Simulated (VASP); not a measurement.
A run of VASP 6.6.1:

INCAR

```
ALGO = Normal ; EDIFF = 1E-6
ENCUT = 520 ; GGA = PS
ISIF = 2 ; ISMEAR = -1
LASPH = True ; LCHARG = True
LELF = True ; LREAL = False
LVHAR = True ; LWAVE = False
NBANDS = 27 ; NELM = 100
PREC = Accurate ; SIGMA = 0.05
```

File KPOINTS:

```
k-points
0
Gamma
  6 6 5
```

Contents of POSCAR:

```
InSe
1.0
    5.8263928781     -2.0546489550      0.0000000000
    5.8263928781      2.0546489550      0.0000000000
   -1.7232330140      0.0000000000      4.9622017720
In Se
2 2
Direct
    0.8882032500      0.8882032500      0.0468413600
    0.1117967500      0.1117967500      0.9531586400
    0.6609275900      0.6609275900      0.6689556200
    0.3390724100      0.3390724100      0.3310443800
```

Potentials or basis: VASP PAW PBE potentials, release 64 (In_d, Se).

Command:

```console
$ cat potpaw_PBE.64/In_d/POTCAR potpaw_PBE.64/Se/POTCAR > POTCAR
$ mpirun -np 1 vasp_std > vasp.out
```

Hardware: 1 thread of AMD EPYC 7R43 64-Core Processor (Zen 3), on a shared host.

**Question.** How long does it take, and how much memory?

**Answer.** Wall time 4.1 min on 1 thread of AMD EPYC 7R43 64-Core Processor (Zen 3) (shared host), peak memory 0.33 GiB. Counts: scf iterations 13, k points 55.
